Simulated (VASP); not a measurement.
# Nb3N5 (Cmcm) in VASP: single point with PBEsol

Aim: the single point of Nb3N5 with PBEsol.

Program: VASP 6.6.1. These are calculated values, not measurements. Logs are shortened: lines on timing, memory, paths and dates and some standing lists are left out, and cuts for length are marked.

## Step 1: The cell of the first run

Symmetry: Cmcm, No. 63, orthorhombic system. The conventional cell has a = 3.898 Å, b = 10.340 Å, c = 10.355 Å, α = 90.00°, β = 90.00°, γ = 90.00°. Within 2.6 Å of Nb (site symmetry m) lie 6 N at 1.95 to 2.29 Å. Within 2.7 Å of Nb (site symmetry m2m) lie 6 N at 2.05 to 2.11 Å. Within 2.8 Å of N (site symmetry m) lie 4 Nb at 2.05 to 2.29 Å and 5 N at 2.70 to 2.76 Å. N (site symmetry m) has 3 Nb at 1.95 to 2.11 Å and 3 N at 2.65 to 2.74 Å within 2.8 Å. N (site symmetry m2m) has 4 Nb at 2.05 to 2.26 Å and 4 N at 2.70 Å within 2.8 Å.

## Step 2: Single point, PBEsol (13.04 Å³/atom)

File INCAR:

```
SYSTEM = Nb3N5
  PREC = Accurate
  ENCUT = 600
  EDIFF = 1E-6
  ISMEAR = 0
  SIGMA = 0.02
  LREAL = .FALSE.
  LASPH = .TRUE.
  NELM = 120
  ALGO = Normal
  ISIF = 2
  LWAVE = .FALSE.
  LCHARG = .FALSE.
  GGA = PS
  NBANDS = 78
  GGA_COMPAT = .FALSE.
```

File KPOINTS:

```
regular mesh
0
G
  8 8 4
  0 0 0
```

File POSCAR:

```
Nb3N5
1.0
    1.9487937432     -5.1698073506      0.0000000000
    1.9487937432      5.1698073506      0.0000000000
    0.0000000000      0.0000000000     10.3549578785
Nb N
6 10
Direct
    0.8688110500      0.1311889500      0.4416517033
    0.8688110500      0.1311889500      0.0583482967
    0.7964259934      0.2035740066      0.7500000000
    0.2035740066      0.7964259934      0.2500000000
    0.1311889500      0.8688110500      0.5583482967
    0.1311889500      0.8688110500      0.9416517033
    0.6917434315      0.3082565685      0.9252965030
    0.9530708651      0.0469291349      0.6191331754
    0.9530708651      0.0469291349      0.8808668246
    0.6917434315      0.3082565685      0.5747034970
    0.7642643551      0.2357356449      0.2500000000
    0.0469291349      0.9530708651      0.3808668246
    0.3082565685      0.6917434315      0.0747034970
    0.3082565685      0.6917434315      0.4252965030
    0.2357356449      0.7642643551      0.7500000000
    0.0469291349      0.9530708651      0.1191331754
```

Potentials or basis: VASP PAW PBE potentials, release 64 (Nb_sv, N).

Launch:

```console
$ cat potpaw_PBE.64/Nb_sv/POTCAR potpaw_PBE.64/N/POTCAR > POTCAR
$ mpirun -np 1 vasp_std > vasp.out
```

OUTCAR:

```text
SYSTEM = Nb3N5
   PREC = Accurate
   ENCUT = 600
   EDIFF = 1E-6
   ISMEAR = 0
   LREAL = .FALSE.
   LASPH = .TRUE.
   NELM = 120
   ISIF = 2
   GGA = PS

 ion  position               nearest neighbor table
   1  0.869  0.131  0.442-  12 1.95   8 2.03  14 2.05  14 2.05  11 2.26  10 2.29   5 2.97
   2  0.869  0.131  0.058-  16 1.95   9 2.03  13 2.05  13 2.05  11 2.26   7 2.29   6 2.97
   3  0.796  0.204  0.750-  15 2.05  15 2.05   9 2.11   8 2.11  10 2.11   7 2.11
   4  0.204  0.796  0.250-  11 2.05  11 2.05  16 2.11  12 2.11  13 2.11  14 2.11
   5  0.131  0.869  0.558-   8 1.95  12 2.03  10 2.05  10 2.05  15 2.26  14 2.29   1 2.97
   6  0.131  0.869  0.942-   9 1.95  16 2.03   7 2.05   7 2.05  15 2.26  13 2.29   2 2.97
   7  0.692  0.308  0.925-   6 2.05   6 2.05   3 2.11   2 2.29
   8  0.953  0.047  0.619-   5 1.95   1 2.03   3 2.11
   9  0.953  0.047  0.881-   6 1.95   2 2.03   3 2.11
  10  0.692  0.308  0.575-   5 2.05   5 2.05   3 2.11   1 2.29
  11  0.764  0.236  0.250-   4 2.05   4 2.05   2 2.26   1 2.26
  12  0.047  0.953  0.381-   1 1.95   5 2.03   4 2.11
  13  0.308  0.692  0.075-   2 2.05   2 2.05   4 2.11   6 2.29
  14  0.308  0.692  0.425-   1 2.05   1 2.05   4 2.11   5 2.29
  15  0.236  0.764  0.750-   3 2.05   3 2.05   6 2.26   5 2.26
  16  0.047  0.953  0.119-   2 1.95   6 2.03   4 2.11

  LATTYP: Found a base centered orthorhombic cell.
 ALAT       =     3.8975874864
 B/A-ratio  =     2.6528242759
 C/A-ratio  =     2.6567608590

  Lattice vectors:

 A1 = (   1.9487937432,  -5.1698073506,   0.0000000000)
 A2 = (   1.9487937432,   5.1698073506,   0.0000000000)
 A3 = (   0.0000000000,   0.0000000000,  10.3549578785)

Analysis of symmetry for initial positions (statically):
=====================================================================
 Subroutine PRICEL returns:
 Original cell was already a primitive cell.

 Routine SETGRP: Setting up the symmetry group for a
 base centered orthorhombic supercell.

 Subroutine GETGRP returns: Found  8 space group operations
 (whereof  4 operations were pure point group operations)
 out of a pool of  8 trial point group operations.

The static configuration has the point symmetry C_2h.
 The point group associated with its full space group is D_2h.

Analysis of symmetry for dynamics (positions and initial velocities):
=====================================================================
 Subroutine PRICEL returns:
 Original cell was already a primitive cell.

 Routine SETGRP: Setting up the symmetry group for a
 base centered orthorhombic supercell.

 Subroutine GETGRP returns: Found  8 space group operations
 (whereof  4 operations were pure point group operations)
 out of a pool of  8 trial point group operations.

The dynamic configuration has the point symmetry C_2h.
 The point group associated with its full space group is D_2h.

 Subroutine INISYM returns: Found  8 space group operations
 (whereof  4 operations are pure point group operations),
 and found     1 'primitive' translations

----------------------------------------------------------------------------------------

                                     Primitive cell

  volume of cell :     208.6501

  direct lattice vectors                    reciprocal lattice vectors
     1.948793743 -5.169807351  0.000000000     0.256568968 -0.096715403  0.000000000
     1.948793743  5.169807351  0.000000000     0.256568968  0.096715403  0.000000000
     0.000000000  0.000000000 10.354957879     0.000000000  0.000000000  0.096572097

  length of vectors
     5.524916750  5.524916750 10.354957879     0.274192459  0.274192459  0.096572097

  position of ions in fractional coordinates (direct lattice)
     0.868811050  0.131188950  0.441651703
     0.868811050  0.131188950  0.058348297
     0.796425993  0.203574007  0.750000000
     0.203574007  0.796425993  0.250000000
     0.131188950  0.868811050  0.558348297
     0.131188950  0.868811050  0.941651703
[... 8 lines left out ...]
     0.235735645  0.764264355  0.750000000
     0.046929135  0.953070865  0.119133175

  ion indices of the primitive-cell ions
   primitive index   ion index
                 1           1
                 2           2
                 3           3
                 4           4
                 5           5
                 6           6
[... 8 lines left out ...]
                15          15
                16          16

----------------------------------------------------------------------------------------

 KPOINTS: regular mesh

Automatic generation of k-mesh.
 Grid dimensions read from file:
 generate k-points for:    8    8    4

 Generating k-lattice:

  Cartesian coordinates                     Fractional coordinates (reciprocal lattice)
     0.032071121 -0.012089425  0.000000000     0.125000000  0.000000000  0.000000000
     0.032071121  0.012089425  0.000000000     0.000000000  0.125000000  0.000000000
     0.000000000  0.000000000  0.024143024     0.000000000  0.000000000  0.250000000

  Length of vectors
     0.034274057  0.034274057  0.024143024

  Shift w.r.t. Gamma in fractional coordinates (k-lattice)
     0.000000000  0.000000000  0.000000000

 Subroutine IBZKPT returns following result:
 ===========================================

 Found     63 irreducible k-points:

 Following reciprocal coordinates:
            Coordinates               Weight
  0.000000  0.000000  0.000000      1.000000
  0.125000  0.000000  0.000000      4.000000
  0.250000  0.000000  0.000000      4.000000
  0.375000  0.000000  0.000000      4.000000
  0.500000  0.000000  0.000000      2.000000
  0.125000  0.125000  0.000000      2.000000
[... 16 lines left out ...]
  0.125000  0.000000  0.250000      8.000000
  0.250000  0.000000  0.250000      8.000000
 [... further k-points ...]
   k-points           NKPTS =     63   k-points in BZ     NKDIM =     63   number of bands    NBANDS=     78
   number of dos      NEDOS =    301   number of ions     NIONS =     16
   total plane-waves  NPLWV = 193536
   dimension x,y,z NGX =    48 NGY =   48 NGZ =   84
   dimension x,y,z NGXF=    96 NGYF=   96 NGZF=  168
   ions per type =               6  10
   NGX,Y,Z   is equivalent  to a cutoff of  14.44, 14.44, 13.49 a.u.
   NGXF,Y,Z  is equivalent  to a cutoff of  28.89, 28.89, 26.97 a.u.
 SYSTEM =  Nb3N5
   PREC   = accura    normal or accurate (medium, high low for compatibility)
   ISTART =      0    job   : 0-new  1-cont  2-samecut
   ICHARG =      2    charge: 1-file 2-atom 10-const
   ISPIN  =      1    spin polarized calculation?
   LNONCOLLINEAR =      F non collinear calculations
   LSORBIT =      F    spin-orbit coupling
   LASPH  =      T    aspherical Exc in radial PAW
   ENCUT  =  600.0 eV  44.10 Ry    6.64 a.u.  11.03 11.03 20.68*2*pi/ulx,y,z
   NELM   =    120;   NELMIN=  2; NELMDL= -5     # of ELM steps
   EDIFF  = 0.1E-05   stopping-criterion for ELM
   LREAL  =      F    real-space projection
[... 7 lines left out ...]
   TEBEG  =    0.0;   TEEND  =   0.0 temperature during run
   PSTRESS=    0.0 pullay stress
   NELECT =     128.0000    total number of electrons
   NUPDOWN=      -1.0000    fix difference up-down
   EMIN   =  10.00;   EMAX   =-10.00  energy-range for DOS
   EFERMI =   0.00;   METHOD = LEGACY
   ISMEAR =     0;   SIGMA  =   0.02  broadening in eV -4-tet -1-fermi 0-gaus
   EFERMI_NEDOS =   21; number of points for ismear=-14 and -15
   IALGO  =     38    algorithm
   IMIX   =      4    mixing-type and parameters
     AMIX     =   0.40;   BMIX     =  1.00
     AMIX_MAG =   1.60;   BMIX_MAG =  1.00
  volume/ion in A,a.u.               =      13.04        88.00
  Fermi-wavevector in a.u.,A,eV,Ry     =   1.391037  2.628678 26.327049  1.934983
  Thomas-Fermi vector in A             =   2.514914
   LORBIT       =      0    0 simple, 1 ext, 2 COOP (PROOUT), +10 PAW based schemes
   GGA     = PS    functional components
   LHFCALC =     F    Hartree Fock is set to
   AEXX    =    0.0000 exact exchange contribution
   IVDW    =     0    specifies the selected vdW correction
   LEPSILON=     F    determine dielectric tensor
   LRPA    =     F    only Hartree local field effects (RPA)
 non-spin polarized calculation
 Gauss-broadening in eV      SIGMA  =   0.02
  energy-cutoff  :      600.00
  volume of cell :      208.65
 maximum number of plane-waves:      6996
 NGX is ok and might be reduce to    48
   NGX = 23   NGY = 23   NGZ = 41

 number of electron     128.0000005 magnetization

 Free energy of the ion-electron system (eV)
  ---------------------------------------------------
  ext. energy  EPLUGINS =         0.00000000
  ---------------------------------------------------
  free energy    TOTEN  =      -167.27730719 eV

  energy without entropy =     -167.27730719  energy(sigma->0) =     -167.27730719

 E-fermi :   6.6095     XC(G=0): -11.2718

 val. band max:        6.4608051707   @ k =   0.1250   0.1250   0.0000
 cond. band min:       7.2174565350   @ k =   0.5000   0.5000   0.0000
 fundamental gap:      0.7566513644
 Fermi energy:         6.6094592687

 k-point     1 :       0.0000    0.0000    0.0000
  band No.  band energies     occupation
      1     -48.8073      2.00000
      2     -48.8038      2.00000
      3     -48.6176      2.00000
      4     -48.6143      2.00000
      5     -48.5590      2.00000
      6     -48.5586      2.00000
[... 68 lines left out ...]
     75       9.8009      0.00000
     76      10.0925      0.00000

 k-point     2 :       0.1250    0.0000    0.0000
  band No.  band energies     occupation
      1     -48.8065      2.00000
      2     -48.8033      2.00000
      3     -48.6161      2.00000
      4     -48.6133      2.00000
      5     -48.5598      2.00000
      6     -48.5593      2.00000
[... 68 lines left out ...]
     75       9.9307      0.00000
     76       9.9699      0.00000

 k-point     3 :       0.2500    0.0000    0.0000
  band No.  band energies     occupation
      1     -48.8044      2.00000
      2     -48.8020      2.00000
      3     -48.6122      2.00000
      4     -48.6106      2.00000
      5     -48.5619      2.00000
      6     -48.5613      2.00000
[... 1648 lines left out ...]
     75       9.9680      0.00000
     76      10.1212      0.00000

 k-point    24 :       0.2500    0.0000    0.2500
  band No.  band energies     occupation
      1     -48.8041      2.00000
      2     -48.8024      2.00000
      3     -48.6120      2.00000
      4     -48.6109      2.00000
      5     -48.5618      2.00000
      6     -48.5614      2.00000
[... 68 lines left out ...]
     75       9.5769      0.00000
     76       9.6078      0.00000

 [... further k-points ...]

 [bands above 76 left out]

------------------------ aborting loop because EDIFF is reached ----------------------------------------

  FORCE on cell =-STRESS in cart. coord.  units (eV):
  Direction    XX          YY          ZZ          XY          YZ          ZX
  --------------------------------------------------------------------------------------
  -------------------------------------------------------------------------------------
  Total       -8.9636359     -8.9078978     -8.8922201      0.0000000      0.0000000      0.0000000
  in kB      -68.8297542    -68.4017545    -68.2813683      0.0000000      0.0000000      0.0000000
  external PRESSURE =     -68.5042924 kB  Pullay stress =       0.0000000 kB

 VOLUME and BASIS-vectors are now :
 -----------------------------------------------------------------------------
  energy-cutoff  :      600.00
  volume of cell :      208.65
      direct lattice vectors                 reciprocal lattice vectors
     1.948793743 -5.169807351  0.000000000     0.256568968 -0.096715403  0.000000000
     1.948793743  5.169807351  0.000000000     0.256568968  0.096715403  0.000000000
     0.000000000  0.000000000 10.354957879     0.000000000  0.000000000  0.096572097

 POSITION                                       TOTAL-FORCE (eV/Angst)
 -----------------------------------------------------------------------------------
      1.94879     -3.81336      4.57328         0.000000      0.000531     -0.001026
      1.94879     -3.81336      0.60419         0.000000      0.000531      0.001026
      1.94879     -3.06493      7.76622         0.000000      0.001611      0.000000
      1.94879      3.06493      2.58874         0.000000     -0.001611      0.000000
      1.94879      3.81336      5.78167         0.000000     -0.000531      0.001026
      1.94879      3.81336      9.75076         0.000000     -0.000531     -0.001026
[... 8 lines left out ...]
      1.94879      2.73239      7.76622         0.000000     -0.003947      0.000000
      1.94879      4.68458      1.23362         0.000000      0.002900     -0.008684
 -----------------------------------------------------------------------------------
    total drift:                                0.000000     -0.000000      0.000000

  FREE ENERGIE OF THE ION-ELECTRON SYSTEM (eV)
  ---------------------------------------------------
  free  energy   TOTEN  =      -167.2773071913 eV

  energy  without entropy=     -167.2773071913  energy(sigma->0) =     -167.27730719
```

Run time: 21 min. Hardware: 1 thread of Intel Xeon 6975P-C (Granite Rapids), shared host; peak memory 1.1 GiB.

Results:

* Free energy: -167.2773 eV
* Pressure: -6.9 GPa
* Largest force: 0.009 eV/Å
* Band gap on the k mesh: 0.76 eV (least direct gap 1.01 eV)

Forces on the atoms (eV/Å):
```
Nb   0.000  0.001 -0.001
Nb   0.000  0.001  0.001
Nb   0.000  0.002  0.000
Nb   0.000 -0.002  0.000
Nb   0.000 -0.001  0.001
Nb   0.000 -0.001 -0.001
N    0.000  0.006 -0.002
N    0.000 -0.003 -0.009
N    0.000 -0.003  0.009
N    0.000  0.006  0.002
N    0.000  0.004  0.000
N    0.000  0.003  0.009
N    0.000 -0.006  0.002
N    0.000 -0.006 -0.002
N    0.000 -0.004  0.000
N    0.000  0.003 -0.009
```

Caveat: the cell stands under tension; the PAW data sets were made with another functional, which shifts forces and pressure a little. A k mesh can miss the band edges.
